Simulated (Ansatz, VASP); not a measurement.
# Al2BN3 in VASP and in Ansatz

```
CELL_PARAMETERS angstrom
3.11823 0.00000 0.00000
-1.55911 2.70046 0.00000
0.00000 0.00000 12.86668
ATOMIC_POSITIONS crystal
Al 0.33333 0.66667 0.09119
Al 0.33333 0.66667 0.40881
Al 0.66667 0.33333 0.59119
Al 0.66667 0.33333 0.90881
B 0.33333 0.66667 0.75000
B 0.66667 0.33333 0.25000
N 0.33333 0.66667 0.25000
N 0.33333 0.66667 0.58914
N 0.33333 0.66667 0.91086
N 0.66667 0.33333 0.08914
N 0.66667 0.33333 0.41086
N 0.66667 0.33333 0.75000
```

Alike in both runs: functional PBE; k mesh 12 × 12 × 2; occupations gaussian, width 0.02 eV; no spin polarisation.

Ansatz relaxed the structure, and its values are those at the end. VASP's run is a single point on that final structure, the one shown.

```csv
,VASP,Ansatz
version,VASP 6.6.1,Ansatz 0.2.0
potentials or method,"VASP PAW PBE potentials, release 64 (Al, B, N), cutoff 520 eV","scalar-relativistic, plane waves, PAW"
valence electrons in the cell,48,48
```

|  | VASP | Ansatz | Ansatz less VASP |
| --- | --- | --- | --- |
| gap on the k mesh at the Fermi level (eV) | 1.83 | 1.83 | -0.002 |
| least direct gap on the mesh (eV) | 1.83 | 1.83 | -0.002 |
| pressure (GPa) | -0.2 | 0.0 | +0.18 |
